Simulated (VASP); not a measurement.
Set up this calculation in VASP 6.6.1, as the native input.

- Task: single point
- Functional: LDA
- Potentials or basis: VASP PAW LDA potentials, release 64 (As)
- Cutoff: 500 eV
- k mesh: 8 × 8 × 8
- Occupations: methfessel-paxton, width 0.1 eV
- Spin: no spin polarisation
- Dipole correction: no
- Further INCAR settings: ALGO = Normal; EDIFF = 1e-06; NBANDS = 8

The structure of As lies in POSCAR:

```
As
1.0
   -1.6403256949      1.6403256949      1.6403256949
    1.6403256949     -1.6403256949      1.6403256949
    1.6403256949      1.6403256949     -1.6403256949
As
1
Direct
    0.0000000000      0.0000000000      0.0000000000
```

This isn't the form of As at room conditions, which is rhombohedral.

The input as run:

INCAR

```
ALGO = Normal
EDIFF = 1E-6
ENCUT = 500
GGA = CA
GGA_COMPAT = False
ISIF = 2
ISMEAR = 1
LASPH = True
LCHARG = False
LREAL = False
LWAVE = False
NBANDS = 8
NELM = 120
PREC = Accurate
SIGMA = 0.1
```

KPOINTS

```
k-points
0
Gamma
  8 8 8
```

Potentials or basis: VASP PAW LDA potentials, release 64 (As).

Command:

```console
$ cat potpaw_LDA.64/As/POTCAR > POTCAR
$ mpirun -np 1 vasp_std > vasp.out
```

It gave:

* Pressure: 0.5 GPa
* Band gap on the k mesh: zero (an odd number of electrons rules out a gap without spin polarisation)

Run time: 2.8 s on 1 thread of AMD EPYC 7R13 Processor (Zen 3) (shared host), peak memory 0.09 GiB.
